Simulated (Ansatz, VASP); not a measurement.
# Si4B: VASP beside Ansatz

```
CELL_PARAMETERS angstrom
4.11324 0.00000 0.00000
0.00000 4.11324 0.00000
0.00000 0.00000 4.11324
ATOMIC_POSITIONS crystal
Si 0.00000 0.00000 0.00000
Si 0.50000 0.50000 0.00000
Si 0.50000 0.00000 0.50000
Si 0.00000 0.50000 0.50000
B 0.50000 0.50000 0.50000
```

Change from the starting cell: species swapped into the Ni4N type (Pm-3m, No. 221).

Alike in both runs: task single point; functional PBE; k mesh 4 × 4 × 4; occupations gaussian, width 0.1 eV; no spin polarisation.

|  | VASP | Ansatz |
| --- | --- | --- |
| version | VASP 6.6.1 | Ansatz 0.2.0 |
| potentials or method | VASP PAW PBE potentials, release 64 (Si, B), cutoff 520 eV | scalar-relativistic, plane waves, PAW |
| valence electrons in the cell | 19 | 19 |

```csv
,VASP,Ansatz,Ansatz less VASP
gap on the k mesh at the Fermi level (eV),none,none,-
pressure (GPa),3.5,3.5,0.00
```

A gap of «none» marks a metal or a gap that the smearing closes.

The k mesh is coarse, so the values compare programs but aren't converged.
